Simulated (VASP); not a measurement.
# CrCuO2 (R-3m) in VASP: single point with PBE

Aim: the single point of CrCuO2 with PBE.

Program: VASP 6.6.1. These are calculated values, not measurements. Logs are shortened: lines on timing, memory, paths and dates and some standing lists are left out, and cuts for length are marked.

## (1) The cell of the first run

Symmetry: R-3m, No. 166, trigonal system. The conventional cell has a = 2.973 Å, b = 2.973 Å, c = 17.100 Å, α = 90.00°, β = 90.00°, γ = 120.00°. Within 2.6 Å of Cr (site symmetry -3m) lie 6 O at 1.99 Å. Cu (site symmetry -3m) has 2 O at 1.85 Å within 2.4 Å. O (site symmetry 3m) has 1 Cu at 1.85 Å and 3 Cr at 1.99 Å within 2.4 Å.

## (2) Single point, PBE, collinear spin, ferrimagnetic start

File INCAR:

```
PREC = Accurate
ENCUT = 600
EDIFF = 1E-6
ISMEAR = 0
SIGMA = 0.05
LREAL = False
LASPH = True
NELM = 200
ALGO = Normal
ISIF = 2
LWAVE = False
LCHARG = False
ISPIN = 2
MAGMOM = 4 -1 0 0
LORBIT = 11
LMAXMIX = 4
GGA = PE
NBANDS = 30
GGA_COMPAT = False
```

File KPOINTS:

```
Automatic mesh
0
Gamma
  7 7 7
```

File POSCAR:

```
CrCuO2
1.0
    1.4867005100      0.8583469400      5.7000019100
   -1.4867005100      0.8583469400      5.7000019100
    0.0000000000     -1.7166938800      5.7000019100
Cr Cu O
1 1 2
Direct
    0.5000000000      0.5000000000      0.5000000000
    0.0000000000      0.0000000000      0.0000000000
    0.1079200000      0.1079200000      0.1079200000
    0.8920800000      0.8920800000      0.8920800000
```

Potentials or basis: VASP PAW PBE potentials, release 64 (Cr_pv, Cu, O).

Run with:

```console
$ cat potpaw_PBE.64/Cr_pv/POTCAR potpaw_PBE.64/Cu/POTCAR potpaw_PBE.64/O/POTCAR > POTCAR
$ mpirun -np 1 vasp_std > vasp.out
```

OUTCAR:

```text
PREC = Accurate
   ENCUT = 600
   EDIFF = 1E-6
   ISMEAR = 0
   LREAL = False
   LASPH = True
   NELM = 200
   ISIF = 2
   ISPIN = 2
   LORBIT = 11
   GGA = PE

 ion  position               nearest neighbor table
   1  0.500  0.500  0.500-   3 1.99   3 1.99   4 1.99   4 1.99   3 1.99   4 1.99
   2  0.000  0.000  0.000-   3 1.85   4 1.85
   3  0.108  0.108  0.108-   2 1.85   1 1.99   1 1.99   1 1.99
   4  0.892  0.892  0.892-   2 1.85   1 1.99   1 1.99   1 1.99

  LATTYP: Found a trigonal (rhomboedric) cell.
 ALAT       =     5.9529034638
 COS(alpha) =     0.8752561059

  Lattice vectors:

 A1 = (   1.4867005100,   0.8583469400,   5.7000019100)
 A2 = (  -1.4867005100,   0.8583469400,   5.7000019100)
 A3 = (   0.0000000000,  -1.7166938800,   5.7000019100)

Analysis of symmetry for initial positions (statically):
=====================================================================
 Subroutine PRICEL returns:
 Original cell was already a primitive cell.

 Routine SETGRP: Setting up the symmetry group for a
 trigonal (rhombohedral) supercell.

 Subroutine GETGRP returns: Found 12 space group operations
 (whereof 12 operations were pure point group operations)
 out of a pool of 12 trial point group operations.

The static configuration has the point symmetry D_3d.

Analysis of symmetry for dynamics (positions and initial velocities):
=====================================================================
 Subroutine PRICEL returns:
 Original cell was already a primitive cell.

 Routine SETGRP: Setting up the symmetry group for a
 trigonal (rhombohedral) supercell.

 Subroutine GETGRP returns: Found 12 space group operations
 (whereof 12 operations were pure point group operations)
 out of a pool of 12 trial point group operations.

The dynamic configuration has the point symmetry D_3d.

Analysis of structural, dynamic, and magnetic symmetry:
=====================================================================
 Subroutine PRICEL returns:
 Original cell was already a primitive cell.

 Routine SETGRP: Setting up the symmetry group for a
 trigonal (rhombohedral) supercell.

 Subroutine GETGRP returns: Found 12 space group operations
 (whereof 12 operations were pure point group operations)
 out of a pool of 12 trial point group operations.

The overall configuration has the point symmetry D_3d.

 Subroutine INISYM returns: Found 12 space group operations
 (whereof 12 operations are pure point group operations),
 and found     1 'primitive' translations

----------------------------------------------------------------------------------------

                                     Primitive cell

  volume of cell :      43.6428

  direct lattice vectors                    reciprocal lattice vectors
     1.486700510  0.858346940  5.700001910     0.336315214  0.194171679  0.058479513
    -1.486700510  0.858346940  5.700001910    -0.336315214  0.194171679  0.058479513
     0.000000000 -1.716693880  5.700001910     0.000000000 -0.388343358  0.058479513

  length of vectors
     5.952903464  5.952903464  5.952903464     0.392721807  0.392721807  0.392721807

  position of ions in fractional coordinates (direct lattice)
     0.500000000  0.500000000  0.500000000
     0.000000000  0.000000000  0.000000000
     0.107920000  0.107920000  0.107920000
     0.892080000  0.892080000  0.892080000

  ion indices of the primitive-cell ions
   primitive index   ion index
                 1           1
                 2           2
                 3           3
                 4           4

----------------------------------------------------------------------------------------

 KPOINTS: Automatic mesh

Automatic generation of k-mesh.
 Grid dimensions read from file:
 generate k-points for:    7    7    7

 Generating k-lattice:

  Cartesian coordinates                     Fractional coordinates (reciprocal lattice)
     0.048045031  0.027738811  0.008354216     0.142857143 -0.000000000  0.000000000
    -0.048045031  0.027738811  0.008354216    -0.000000000  0.142857143  0.000000000
     0.000000000 -0.055477623  0.008354216     0.000000000  0.000000000  0.142857143

  Length of vectors
     0.056103115  0.056103115  0.056103115

  Shift w.r.t. Gamma in fractional coordinates (k-lattice)
     0.000000000  0.000000000  0.000000000

 Subroutine IBZKPT returns following result:
 ===========================================

 Found     44 irreducible k-points:

 Following reciprocal coordinates:
            Coordinates               Weight
  0.000000  0.000000  0.000000      1.000000
  0.142857 -0.000000  0.000000      6.000000
  0.285714  0.000000  0.000000      6.000000
  0.428571  0.000000  0.000000      6.000000
  0.142857  0.142857  0.000000      6.000000
  0.285714  0.142857  0.000000     12.000000
[... 16 lines left out ...]
  0.285714  0.285714  0.142857      6.000000
  0.428571  0.285714  0.142857     12.000000
 [... further k-points ...]
   k-points           NKPTS =     44   k-points in BZ     NKDIM =     44   number of bands    NBANDS=     30
   number of dos      NEDOS =    301   number of ions     NIONS =      4
   total plane-waves  NPLWV = 110592
   dimension x,y,z NGX =    48 NGY =   48 NGZ =   48
   dimension x,y,z NGXF=    96 NGYF=   96 NGZF=   96
   ions per type =               1   1   2
   NGX,Y,Z   is equivalent  to a cutoff of  13.40, 13.40, 13.40 a.u.
   NGXF,Y,Z  is equivalent  to a cutoff of  26.81, 26.81, 26.81 a.u.
 SYSTEM =  unknown system
   PREC   = accura    normal or accurate (medium, high low for compatibility)
   ISTART =      0    job   : 0-new  1-cont  2-samecut
   ICHARG =      2    charge: 1-file 2-atom 10-const
   ISPIN  =      2    spin polarized calculation?
   LNONCOLLINEAR =      F non collinear calculations
   LSORBIT =      F    spin-orbit coupling
   LASPH  =      T    aspherical Exc in radial PAW
   ENCUT  =  600.0 eV  44.10 Ry    6.64 a.u.  11.89 11.89 11.89*2*pi/ulx,y,z
   NELM   =    200;   NELMIN=  2; NELMDL= -5     # of ELM steps
   EDIFF  = 0.1E-05   stopping-criterion for ELM
   LREAL  =      F    real-space projection
   EDIFFG = 0.1E-04   stopping-criterion for IOM
   NSW    =      0    number of steps for IOM
   IBRION =     -1    ionic relax: 0-MD 1-quasi-New 2-CG
   NFREE  =      0    steps in history (QN), initial steepest desc. (CG)
   ISIF   =      2    stress and relaxation
   ISYM   =      2    0-nonsym 1-usesym 2-fastsym
   POTIM  = 0.5000    time-step for ionic-motion
   TEBEG  =    0.0;   TEEND  =   0.0 temperature during run
   PSTRESS=    0.0 pullay stress
   NELECT =      35.0000    total number of electrons
   NUPDOWN=      -1.0000    fix difference up-down
   EMIN   =  10.00;   EMAX   =-10.00  energy-range for DOS
   EFERMI =   0.00;   METHOD = LEGACY
   ISMEAR =     0;   SIGMA  =   0.05  broadening in eV -4-tet -1-fermi 0-gaus
   EFERMI_NEDOS =   21; number of points for ismear=-14 and -15
   IALGO  =     38    algorithm
   IMIX   =      4    mixing-type and parameters
     AMIX     =   0.40;   BMIX     =  1.00
     AMIX_MAG =   1.60;   BMIX_MAG =  1.00
  volume/ion in A,a.u.               =      10.91        73.63
  Fermi-wavevector in a.u.,A,eV,Ry     =   1.520991  2.874256 31.475903  2.313414
  Thomas-Fermi vector in A             =   2.629767
   LORBIT       =     11    0 simple, 1 ext, 2 COOP (PROOUT), +10 PAW based schemes
   GGA     = PE    functional components
   LHFCALC =     F    Hartree Fock is set to
   AEXX    =    0.0000 exact exchange contribution
   IVDW    =     0    specifies the selected vdW correction
   LEPSILON=     F    determine dielectric tensor
   LRPA    =     F    only Hartree local field effects (RPA)
 spin polarized calculation
 Gauss-broadening in eV      SIGMA  =   0.05
  energy-cutoff  :      600.00
  volume of cell :       43.64
 maximum number of plane-waves:      1473
   NGX = 23   NGY = 23   NGZ = 23

 number of electron      34.9999997 magnetization       3.0000014

 Free energy of the ion-electron system (eV)
  ---------------------------------------------------
  ext. energy  EPLUGINS =         0.00000000
  ---------------------------------------------------
  free energy    TOTEN  =       -28.88771274 eV

  energy without entropy =      -28.88771274  energy(sigma->0) =      -28.88771274

 E-fermi :   6.2650     XC(G=0): -11.5965

 val. band max:        6.0296294154   @ k =  -0.2857   0.4286   0.1429
 cond. band min:       7.1930841073   @ k =   0.4286   0.4286   0.1429
 fundamental gap:      1.1634546918
 Fermi energy:         6.2650480971

 spin component 1

 k-point     1 :       0.0000    0.0000    0.0000
  band No.  band energies     occupation
      1     -38.2940      1.00000
      2     -38.2304      1.00000
      3     -38.2304      1.00000
      4     -14.2471      1.00000
      5     -12.7383      1.00000
      6      -2.2185      1.00000
[... 21 lines left out ...]
     28      23.1832      0.00000
     29      23.9581      0.00000

 k-point     2 :       0.1429   -0.0000    0.0000
  band No.  band energies     occupation
      1     -38.2877      1.00000
      2     -38.2657      1.00000
      3     -38.2382      1.00000
      4     -14.0483      1.00000
      5     -12.7608      1.00000
      6      -1.9321      1.00000
[... 21 lines left out ...]
     28      21.5090      0.00000
     29      21.7977      0.00000

 k-point     3 :       0.2857    0.0000    0.0000
  band No.  band energies     occupation
      1     -38.3447      1.00000
      2     -38.2730      1.00000
      3     -38.2556      1.00000
      4     -13.5701      1.00000
      5     -12.8205      1.00000
      6      -1.2600      1.00000
[... 638 lines left out ...]
      5     -12.8384      1.00000
      6      -1.6342      1.00000
[... 21 lines left out ...]
     28      21.6210      0.00000
     29      21.7959      0.00000

 k-point    24 :       0.4286    0.2857    0.1429
  band No.  band energies     occupation
      1     -38.3176      1.00000
      2     -38.2776      1.00000
      3     -38.2556      1.00000
      4     -13.6418      1.00000
      5     -12.8880      1.00000
      6      -1.2150      1.00000
[... 21 lines left out ...]
     28      20.0179      0.00000
     29      20.3896      0.00000

 [... further k-points ...]

 spin component 2

 k-point     1 :       0.0000    0.0000    0.0000
  band No.  band energies     occupation
      1     -35.3414      1.00000
      2     -35.3414      1.00000
      3     -35.3389      1.00000
      4     -14.1540      1.00000
      5     -12.6903      1.00000
      6      -1.8684      1.00000
[... 21 lines left out ...]
     28      23.7443      0.00000
     29      24.1954      0.00000

 k-point     2 :       0.1429   -0.0000    0.0000
  band No.  band energies     occupation
      1     -35.3831      1.00000
      2     -35.3502      1.00000
      3     -35.3306      1.00000
      4     -13.9580      1.00000
      5     -12.7133      1.00000
      6      -1.5987      1.00000
[... 21 lines left out ...]
     28      21.8844      0.00000
     29      22.2398      0.00000

 k-point     3 :       0.2857    0.0000    0.0000
  band No.  band energies     occupation
      1     -35.4758      1.00000
      2     -35.3700      1.00000
      3     -35.3119      1.00000
      4     -13.4900      1.00000
      5     -12.7729      1.00000
      6      -0.9828      1.00000
[... 638 lines left out ...]
      5     -12.7900      1.00000
      6      -1.2900      1.00000
[... 21 lines left out ...]
     28      21.8667      0.00000
     29      22.4011      0.00000

 k-point    24 :       0.4286    0.2857    0.1429
  band No.  band energies     occupation
      1     -35.4440      1.00000
      2     -35.3709      1.00000
      3     -35.3170      1.00000
      4     -13.5579      1.00000
      5     -12.8399      1.00000
      6      -0.9097      1.00000
[... 21 lines left out ...]
     28      20.6459      0.00000
     29      21.0884      0.00000

 [... further k-points ...]

 [bands above 29 left out]

------------------------ aborting loop because EDIFF is reached ----------------------------------------

  FORCE on cell =-STRESS in cart. coord.  units (eV):
  Direction    XX          YY          ZZ          XY          YZ          ZX
  --------------------------------------------------------------------------------------
  -------------------------------------------------------------------------------------
  Total        1.2429903      1.2429903      1.3269574      0.0000000     -0.0000000     -0.0000000
  in kB       45.6316014     45.6316015     48.7141290      0.0000000     -0.0000000     -0.0000000
  external PRESSURE =      46.6591107 kB  Pullay stress =       0.0000000 kB

 VOLUME and BASIS-vectors are now :
 -----------------------------------------------------------------------------
  energy-cutoff  :      600.00
  volume of cell :       43.64
      direct lattice vectors                 reciprocal lattice vectors
     1.486700510  0.858346940  5.700001910     0.336315214  0.194171679  0.058479513
    -1.486700510  0.858346940  5.700001910    -0.336315214  0.194171679  0.058479513
     0.000000000 -1.716693880  5.700001910     0.000000000 -0.388343358  0.058479513

 POSITION                                       TOTAL-FORCE (eV/Angst)
 -----------------------------------------------------------------------------------
      0.00000      0.00000      8.55000        -0.000000     -0.000000      0.000000
      0.00000      0.00000      0.00000         0.000000      0.000000     -0.000000
      0.00000      0.00000      1.84543         0.000000      0.000000      0.045691
      0.00000      0.00000     15.25457         0.000000     -0.000000     -0.045691
 -----------------------------------------------------------------------------------
    total drift:                                0.000000      0.000000     -0.000000

  FREE ENERGIE OF THE ION-ELECTRON SYSTEM (eV)
  ---------------------------------------------------
  free  energy   TOTEN  =       -28.8877127432 eV

  energy  without entropy=      -28.8877127432  energy(sigma->0) =      -28.88771274

 total charge

# of ion       s       p       d       tot
------------------------------------------
    1        0.296   6.346   4.103  10.745
    2        0.430   0.317   9.217   9.964
    3        1.550   3.504   0.000   5.054
    4        1.550   3.504   0.000   5.054
--------------------------------------------------
tot          3.826  13.672  13.320  30.818

 magnetization (x)

# of ion       s       p       d       tot
------------------------------------------
    1        0.029   0.027   2.771   2.827
    2        0.019   0.009   0.004   0.032
    3       -0.001  -0.000   0.000  -0.001
    4       -0.001  -0.000   0.000  -0.001
--------------------------------------------------
tot          0.046   0.036   2.775   2.857
```

Wall time 11 min (1 thread of AMD EPYC 7R43 (Zen 3), shared host); peak memory 0.44 GiB.

Results:

| Item | Value |
| --- | --- |
| Free energy | -28.8877 eV |
| Pressure | 4.7 GPa |
| Largest force | 0.046 eV/Å |
| Band gap on the k mesh | 1.16 eV (least direct gap 1.29 eV) |
| Net moment | 3.00 μB per cell |
| Site moments | Cr +2.83; Cu +0.03; O -0.00 μB |
| Valence electrons inside the program's atomic spheres | Cr 10.74; Cu 9.96; O 5.05 |

Forces on the atoms (eV/Å):
```
Cr   0.000  0.000  0.000
Cu   0.000  0.000  0.000
O    0.000  0.000  0.046
O    0.000  0.000 -0.046
```

Stress tensor (GPa, compression positive):
```
4.56 0.00 0.00
0.00 4.56 0.00
0.00 0.00 4.87
```

Caveat: the cell stands under pressure; an empty level that is flat over the whole mesh can mark a ghost state of the potentials, or a narrow d or f band; an odd mesh through Γ misses points on the zone boundary, where band edges can lie.
